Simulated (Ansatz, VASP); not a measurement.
# CdS in VASP and in Ansatz

```
CELL_PARAMETERS angstrom
0.00000 2.89693 2.89693
2.89693 0.00000 2.89693
2.89693 2.89693 0.00000
ATOMIC_POSITIONS crystal
Cd 0.00000 0.00000 0.00000
S 0.75000 0.75000 0.75000
```

Alike in both runs: task single point; functional r2SCAN0; k mesh 4 × 4 × 4; occupations fermi-dirac, width 0.05 eV; no spin polarisation.

```csv
,VASP,Ansatz
version,VASP 6.6.1,Ansatz 0.2.0
potentials or method,"VASP PAW PBE potentials, release 64 (Cd, S)",Ansatz PAW
plane-wave cutoff (eV),520,500
valence electrons in the cell,18,26
```

```tsv
	VASP	Ansatz	Ansatz less VASP
gap on the k mesh at the Fermi level (eV)	3.21	3.17	-0.038
least direct gap on the mesh (eV)	3.21	3.17	-0.038
pressure (GPa)	2.6	2.5	-0.15
```

VASP's potentials were made for PBE, not for r2SCAN0. With one functional, cell and mesh, what is left measures potentials, basis and numerics. VASP's potentials hold 18 valence electrons a cell and Ansatz's 26, so a difference there can come from the potentials and not from the codes.

The k mesh is coarse, so the values compare programs but aren't converged.
